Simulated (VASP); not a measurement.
Crystal: ScAl3.

```
Sc Al
1.0
     4.08781    0.00000    0.00000
     0.00000    4.08781    0.00000
     0.00000    0.00000    4.08781
Sc Al
1 3
Direct
  0.00000 0.00000 0.00000
  0.50000 0.00000 0.50000
  0.00000 0.50000 0.50000
  0.50000 0.50000 0.00000
```

| Item | Value |
| --- | --- |
| Program | VASP 6.6.1 |
| Task | relaxation of cell and atoms |
| Functional | RPBE |
| Potentials or basis | VASP PAW PBE potentials, release 64 (Sc_sv, Al) |
| Cutoff | 600 eV |
| k mesh | 6 × 6 × 6 |
| Occupations | fermi-dirac, width 0.1 eV |
| Spin | no spin polarisation |

At the start: pressure 3.2 GPa; volume 17.08 Å³/atom.

Q: Where does the relaxation end?

A: Over 3 steps the energy falls by 6.3 meV/atom and the volume is 17.72 Å³/atom (+3.7 %); space group Pm-3m (No. 221, to 0.05 Å).

The path:
```
step  energy change (eV)  largest force (eV/Å)  pressure (GPa)  volume (Å³)
   1              0.0000                0.0000            3.25        68.31
   2             -0.0222                0.0000           -1.01        71.79
   3             -0.0251                0.0000            0.00        70.87
```

Final structure:
```
Sc Al
1.0
     4.13823    0.00000    0.00000
     0.00000    4.13823    0.00000
     0.00000    0.00000    4.13823
Sc Al
1 3
Direct
  0.00000 0.00000 0.00000
  0.50000 0.00000 0.50000
  0.00000 0.50000 0.50000
  0.50000 0.50000 0.00000
```

Caveat: the PAW data sets were made with another functional, which shifts forces and pressure a little.
